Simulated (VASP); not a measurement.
# SrO (Fm-3m) in VASP: further runs, part 2 of 2

VASP 6.6.1. Earlier steps stand in the parts before.

**3. Single point, LDA (volume scaled by 0.99)**

Contents of INCAR:

```
SYSTEM = SrO
PREC = Accurate
ENCUT = 520
EDIFF = 1E-6
ISMEAR = -1
SIGMA = 0.02
LREAL = .False.
LASPH = .True.
NELM = 60
ALGO = Normal
ISIF = 2
LWAVE = .False.
LCHARG = .False.
NBANDS = 15
```

Contents of KPOINTS:

```
regular mesh
0
Gamma
  8 8 8
  0 0 0
```

Contents of POSCAR:

```
SrO
1.0
    0.0000000000      2.5612052870      2.5612052870
    2.5612052870      0.0000000000      2.5612052870
    2.5612052870      2.5612052870      0.0000000000
Sr O
1 1
Direct
    0.0000000000      0.0000000000      0.0000000000
    0.5000000000      0.5000000000      0.5000000000
```

Potentials or basis: VASP PAW LDA potentials, release 64 (Sr_sv, O).

On the command line:

```sh
$ cat potpaw_LDA.64/Sr_sv/POTCAR potpaw_LDA.64/O/POTCAR > POTCAR
$ mpirun -np 1 vasp_std > vasp.out
```

OUTCAR:

```text
SYSTEM = SrO
   PREC = Accurate
   ENCUT = 520
   EDIFF = 1E-6
   ISMEAR = -1
   LREAL = .False.
   LASPH = .True.
   NELM = 60
   ISIF = 2

 ion  position               nearest neighbor table
   1  0.000  0.000  0.000-   2 2.56   2 2.56   2 2.56   2 2.56   2 2.56   2 2.56
   2  0.500  0.500  0.500-   1 2.56   1 2.56   1 2.56   1 2.56   1 2.56   1 2.56

  LATTYP: Found a face centered cubic cell.
 ALAT       =     5.1224105740

  Lattice vectors:

 A1 = (   0.0000000000,   2.5612052870,   2.5612052870)
 A2 = (   2.5612052870,   0.0000000000,   2.5612052870)
 A3 = (   2.5612052870,   2.5612052870,   0.0000000000)

Analysis of symmetry for initial positions (statically):
=====================================================================
 Subroutine PRICEL returns:
 Original cell was already a primitive cell.

 Routine SETGRP: Setting up the symmetry group for a
 face centered cubic supercell.

 Subroutine GETGRP returns: Found 48 space group operations
 (whereof 48 operations were pure point group operations)
 out of a pool of 48 trial point group operations.

The static configuration has the point symmetry O_h .

Analysis of symmetry for dynamics (positions and initial velocities):
=====================================================================
 Subroutine PRICEL returns:
 Original cell was already a primitive cell.

 Routine SETGRP: Setting up the symmetry group for a
 face centered cubic supercell.

 Subroutine GETGRP returns: Found 48 space group operations
 (whereof 48 operations were pure point group operations)
 out of a pool of 48 trial point group operations.

The dynamic configuration has the point symmetry O_h .

 Subroutine INISYM returns: Found 48 space group operations
 (whereof 48 operations are pure point group operations),
 and found     1 'primitive' translations

----------------------------------------------------------------------------------------

                                     Primitive cell

  volume of cell :      33.6018

  direct lattice vectors                    reciprocal lattice vectors
     0.000000000  2.561205287  2.561205287    -0.195220587  0.195220587  0.195220587
     2.561205287  0.000000000  2.561205287     0.195220587 -0.195220587  0.195220587
     2.561205287  2.561205287  0.000000000     0.195220587  0.195220587 -0.195220587

  length of vectors
     3.622091253  3.622091253  3.622091253     0.338131976  0.338131976  0.338131976

  position of ions in fractional coordinates (direct lattice)
     0.000000000  0.000000000  0.000000000
     0.500000000  0.500000000  0.500000000

  ion indices of the primitive-cell ions
   primitive index   ion index
                 1           1
                 2           2

----------------------------------------------------------------------------------------

 KPOINTS: regular mesh

Automatic generation of k-mesh.
 Grid dimensions read from file:
 generate k-points for:    8    8    8

 Generating k-lattice:

  Cartesian coordinates                     Fractional coordinates (reciprocal lattice)
    -0.024402573  0.024402573  0.024402573     0.125000000  0.000000000  0.000000000
     0.024402573 -0.024402573  0.024402573     0.000000000  0.125000000  0.000000000
     0.024402573  0.024402573 -0.024402573     0.000000000  0.000000000  0.125000000

  Length of vectors
     0.042266497  0.042266497  0.042266497

  Shift w.r.t. Gamma in fractional coordinates (k-lattice)
     0.000000000  0.000000000  0.000000000

 Subroutine IBZKPT returns following result:
 ===========================================

 Found     29 irreducible k-points:

 Following reciprocal coordinates:
            Coordinates               Weight
  0.000000  0.000000  0.000000      1.000000
  0.125000  0.000000  0.000000      8.000000
  0.250000  0.000000  0.000000      8.000000
  0.375000  0.000000  0.000000      8.000000
  0.500000  0.000000  0.000000      4.000000
  0.125000  0.125000  0.000000      6.000000
[... 16 lines left out ...]
  0.500000  0.250000  0.125000     48.000000
 -0.375000  0.250000  0.125000     24.000000
 [... further k-points ...]
   k-points           NKPTS =     29   k-points in BZ     NKDIM =     29   number of bands    NBANDS=     15
   number of dos      NEDOS =    301   number of ions     NIONS =      2
   total plane-waves  NPLWV =  21952
   dimension x,y,z NGX =    28 NGY =   28 NGZ =   28
   dimension x,y,z NGXF=    56 NGYF=   56 NGZF=   56
   ions per type =               1   1
   NGX,Y,Z   is equivalent  to a cutoff of  12.85, 12.85, 12.85 a.u.
   NGXF,Y,Z  is equivalent  to a cutoff of  25.70, 25.70, 25.70 a.u.
 SYSTEM =  SrO
   PREC   = accura    normal or accurate (medium, high low for compatibility)
   ISTART =      0    job   : 0-new  1-cont  2-samecut
   ICHARG =      2    charge: 1-file 2-atom 10-const
   ISPIN  =      1    spin polarized calculation?
   LNONCOLLINEAR =      F non collinear calculations
   LSORBIT =      F    spin-orbit coupling
   LASPH  =      T    aspherical Exc in radial PAW
   ENCUT  =  520.0 eV  38.22 Ry    6.18 a.u.   6.73  6.73  6.73*2*pi/ulx,y,z
   NELM   =     60;   NELMIN=  2; NELMDL= -5     # of ELM steps
   EDIFF  = 0.1E-05   stopping-criterion for ELM
   LREAL  =      F    real-space projection
   EDIFFG = 0.1E-04   stopping-criterion for IOM
   NSW    =      0    number of steps for IOM
   IBRION =     -1    ionic relax: 0-MD 1-quasi-New 2-CG
   NFREE  =      0    steps in history (QN), initial steepest desc. (CG)
   ISIF   =      2    stress and relaxation
   ISYM   =      2    0-nonsym 1-usesym 2-fastsym
   POTIM  = 0.5000    time-step for ionic-motion
   TEBEG  =    0.0;   TEEND  =   0.0 temperature during run
   PSTRESS=    0.0 pullay stress
   NELECT =      16.0000    total number of electrons
   NUPDOWN=      -1.0000    fix difference up-down
   EMIN   =  10.00;   EMAX   =-10.00  energy-range for DOS
   EFERMI =   0.00;   METHOD = LEGACY
   ISMEAR =    -1;   SIGMA  =   0.02  broadening in eV -4-tet -1-fermi 0-gaus
   EFERMI_NEDOS =   21; number of points for ismear=-14 and -15
   IALGO  =     38    algorithm
   IMIX   =      4    mixing-type and parameters
     AMIX     =   0.40;   BMIX     =  1.00
     AMIX_MAG =   1.60;   BMIX_MAG =  1.00
  volume/ion in A,a.u.               =      16.80       113.38
  Fermi-wavevector in a.u.,A,eV,Ry     =   1.278381  2.415791 22.235443  1.634259
  Thomas-Fermi vector in A             =   2.410927
   LORBIT       =      0    0 simple, 1 ext, 2 COOP (PROOUT), +10 PAW based schemes
   GGA     = CA    functional components
   LHFCALC =     F    Hartree Fock is set to
   AEXX    =    0.0000 exact exchange contribution
   IVDW    =     0    specifies the selected vdW correction
   LEPSILON=     F    determine dielectric tensor
   LRPA    =     F    only Hartree local field effects (RPA)
 non-spin polarized calculation
  energy-cutoff  :      520.00
  volume of cell :       33.60
 maximum number of plane-waves:       934
   NGX = 13   NGY = 13   NGZ = 13

 number of electron      15.9999996 magnetization

 Free energy of the ion-electron system (eV)
  ---------------------------------------------------
  ext. energy  EPLUGINS =         0.00000000
  ---------------------------------------------------
  free energy    TOTEN  =       -13.38103556 eV

  energy without entropy =      -13.38103556  energy(sigma->0) =      -13.38103556

 E-fermi :   1.8582     XC(G=0): -10.5813

 val. band max:        1.3991278453   @ k =   0.0000   0.0000   0.0000
 cond. band min:       4.4897273757   @ k =   0.5000   0.5000   0.0000
 fundamental gap:      3.0905995303
 Fermi energy:         1.8582485629

 k-point     1 :       0.0000    0.0000    0.0000
  band No.  band energies     occupation
      1     -30.6468      2.00000
      2     -13.3754      2.00000
      3     -12.3606      2.00000
      4     -12.3606      2.00000
      5     -12.3606      2.00000
      6       1.3991      2.00000
      7       1.3991      2.00000
      8       1.3991      2.00000
      9       5.2810      0.00000
     10       7.5274      0.00000
     11       7.5274      0.00000
     12       7.5274      0.00000
     13       9.7779      0.00000
     14       9.7779      0.00000
     15      13.8930      0.00000
[... 397 lines left out ...]
 k-point    24 :      -0.3750    0.2500    0.1250
  band No.  band energies     occupation
      1     -30.4710      2.00000
      2     -14.6911      2.00000
      3     -12.7841      2.00000
      4     -12.6084      2.00000
      5     -11.4418      2.00000
      6      -0.2380      2.00000
      7       0.5096      2.00000
      8       0.5958      2.00000
      9       7.6924      0.00000
     10       8.0489      0.00000
     11      10.7635      0.00000
     12      10.9313      0.00000
     13      13.1180      0.00000
     14      14.3825      0.00000
     15      14.6716      0.00000

 [... further k-points ...]
[... 5 lines left out ...]
  --------------------------------------------------------------------------------------
  -------------------------------------------------------------------------------------
  Total       -0.5422295     -0.5422295     -0.5422295      0.0000000      0.0000000     -0.0000000
  in kB      -25.8541667    -25.8541667    -25.8541667      0.0000000      0.0000000     -0.0000000
  external PRESSURE =     -25.8541667 kB  Pullay stress =       0.0000000 kB

 VOLUME and BASIS-vectors are now :
 -----------------------------------------------------------------------------
  energy-cutoff  :      520.00
  volume of cell :       33.60
      direct lattice vectors                 reciprocal lattice vectors
     0.000000000  2.561205287  2.561205287    -0.195220587  0.195220587  0.195220587
     2.561205287  0.000000000  2.561205287     0.195220587 -0.195220587  0.195220587
     2.561205287  2.561205287  0.000000000     0.195220587  0.195220587 -0.195220587

 POSITION                                       TOTAL-FORCE (eV/Angst)
 -----------------------------------------------------------------------------------
      0.00000      0.00000      0.00000         0.000000      0.000000     -0.000000
      2.56121      2.56121      2.56121         0.000000      0.000000      0.000000
 -----------------------------------------------------------------------------------
    total drift:                                0.000000      0.000000      0.000000

  FREE ENERGIE OF THE ION-ELECTRON SYSTEM (eV)
  ---------------------------------------------------
  free  energy   TOTEN  =       -13.3810355578 eV

  energy  without entropy=      -13.3810355578  energy(sigma->0) =      -13.38103556
```

stdout:

```text
POSCAR found type information on POSCAR SrO
 POSCAR found :  2 types and       2 ions
 scaLAPACK will be used
 LDA part: xc-table for (Slater(with rela. corr.)+CA(PZ))
 , standard interpolation
 POSCAR, INCAR and KPOINTS ok, starting setup
 FFT: planning ... GRIDC
 FFT: planning ... GRID_SOFT
 FFT: planning ... GRID
 WAVECAR not read
 entering main loop
```

Run time: 8 s. Hardware: 1 thread of Intel Xeon 6975P-C, shared host; peak memory 0.15 GiB.

Results:

| Quantity | Value |
| --- | --- |
| Free energy | -13.3810 eV |
| Pressure | -2.6 GPa |
| Band gap on the k mesh | 3.09 eV, indirect (least direct gap 3.17 eV) |

 A k mesh can miss the band edges.
